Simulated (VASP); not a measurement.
A run of VASP 6.6.1 is set up as follows.

Contents of POSCAR:

```
AlRu
1.0
    3.0000000000      0.0000000000      0.0000000000
    0.0000000000      3.0000000000      0.0000000000
    0.0000000000      0.0000000000      3.0000000000
Ru Al
1 1
Direct
    0.0115470054      0.0115470054      0.0115470054
    0.5000000000      0.5000000000      0.5000000000
```

The input INCAR.step1:

```
SYSTEM = AlRu
PREC = Accurate ; ENCUT = 520
EDIFF = 1E-5 ; ISMEAR = -1
SIGMA = 0.1 ; LREAL = .FALSE.
LASPH = .TRUE. ; NELM = 80
ALGO = Normal ; ISIF = 2
LWAVE = .TRUE. ; LCHARG = .FALSE.
NBANDS = 16 ; GGA = PE
```

INCAR.step2

```
SYSTEM = AlRu
PREC = Accurate ; ENCUT = 520
EDIFF = 1E-7 ; ISMEAR = -1
SIGMA = 0.1 ; LREAL = .FALSE.
LASPH = .TRUE. ; NELM = 80
ALGO = Normal ; ISIF = 2
LWAVE = .FALSE. ; LCHARG = .FALSE.
GGA = PE ; LHFCALC = .TRUE.
HFSCREEN = 0.2079 ; PRECFOCK = Normal
NBANDS = 16 ; ISTART = 1
```

KPOINTS

```
Automatic mesh
0
G
  4 4 4
  0 0 0
```

Potentials or basis: VASP PAW PBE potentials, release 64 (Ru_pv, Al).

Run with:

```bash
$ cat potpaw_PBE.64/Ru_pv/POTCAR potpaw_PBE.64/Al/POTCAR > POTCAR
$ cp INCAR.step1 INCAR
$ mpirun -np 1 vasp_std > vasp.out
$ cp INCAR.step2 INCAR
$ mpirun -np 1 vasp_std > vasp.out
```

Task: Estimate the band gap on the k mesh.

Result: Zero (an odd number of electrons rules out a gap without spin polarisation).

Task: Predict the largest force.

Result: 0.423 eV/Å.

Task: What does it give for the pressure?

Result: -8.4 GPa.

Stress tensor (GPa, compression positive):
```
-8.45  0.18  0.18
 0.18 -8.45  0.18
 0.18  0.18 -8.45
```

Caveat: the k points lie up to 0.52 Å⁻¹ apart, too coarse for converged energies and pressures of a metal; the PAW data sets were made with another functional, which shifts forces and pressure a little.
